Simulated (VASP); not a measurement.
The system is BeMo.

```
CELL_PARAMETERS angstrom
0.00000 2.31830 2.31830
2.31830 0.00000 2.31830
2.31830 2.31830 0.00000
ATOMIC_POSITIONS crystal
Be 0.00000 0.00000 0.00000
Mo 0.75000 0.75000 0.75000
```

- Program: VASP 6.6.1
- Task: relaxation of cell and atoms
- Functional: PBE
- Potentials or basis: VASP PAW PBE potentials, release 64 (Be, Mo_sv)
- Cutoff: 600 eV
- k mesh: 6 × 6 × 6
- Occupations: gaussian, width 0.1 eV
- Spin: no spin polarisation

At the start: pressure 39.7 GPa; volume 12.46 Å³/atom.

Task: How do energy, volume and symmetry change on relaxing?

Result: Over 3 steps the energy falls by 351.4 meV/atom and the volume is 15.96 Å³/atom (+28.1 %); space group F-43m (No. 216, to 0.05 Å).

The path:
| step | energy change (eV) | largest force (eV/Å) | pressure (GPa) | volume (Å³) |
| --- | --- | --- | --- | --- |
| 1 | 0.0000 | 0.0000 | 39.68 | 24.92 |
| 2 | -0.4492 | 0.0000 | -11.94 | 37.79 |
| 3 | -0.7028 | 0.0000 | -0.07 | 31.91 |

Final structure:
```yaml
crystal:
  lattice:
    - [0.00000, 2.51751, 2.51751]
    - [2.51751, 0.00000, 2.51751]
    - [2.51751, 2.51751, 0.00000]
  atoms:
    - { symbol: Be, position: [0.00000, 0.00000, 0.00000] }
    - { symbol: Mo, position: [0.75000, 0.75000, 0.75000] }
```

Caveat: the k points lie up to 0.36 Å⁻¹ apart in the final cell; the volume moved by over 15 % at a fixed basis, so the end points are rough.
